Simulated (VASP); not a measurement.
CdSe, 2 atoms in the cell. Symmetry: F-43m, No. 216, cubic system. Conventional cell: a = 5.758 Å, b = 5.758 Å, c = 5.758 Å, α = 90.00°, β = 90.00°, γ = 90.00°. Within 3.3 Å of Cd (site symmetry -43m) lie 4 Se at 2.49 Å. Se (site symmetry -43m) has 4 Cd at 2.49 Å within 3.3 Å. 

| Quantity | Value |
| --- | --- |
| Program | VASP 6.6.1 |
| Task | elastic constants |
| Functional | LDA |
| Potentials or basis | VASP PAW LDA potentials, release 64 (Cd, Se) |
| Cutoff | 600 eV |
| k mesh | 6 × 6 × 6 |
| Occupations | gaussian, width 0.01 eV |
| Spin | no spin polarisation |
| Dipole correction | no |
| Ions in elastic constants | relaxed |
| Further INCAR settings | ALGO = Normal; EDIFF = 1e-08; NBANDS = 16; IBRION = 6; POTIM = 0.015; NSW = 1; ISIF = 3 |

Potentials or basis: VASP PAW LDA potentials, release 64 (Cd, Se).

The run is started by

```bash
$ cat potpaw_LDA.64/Cd/POTCAR potpaw_LDA.64/Se/POTCAR > POTCAR
$ mpirun -np 1 vasp_std > vasp.out
```

Hardware: 1 thread of Intel(R) Xeon(R) 6975P-C (Granite Rapids), on a shared host.

Problem. Estimate the wall time of this run.

Solution. Run time: 3.8 min on 1 thread of Intel(R) Xeon(R) 6975P-C (Granite Rapids), with other jobs on the host, peak memory 0.25 GiB. Counts: scf iterations 169, k points 16.
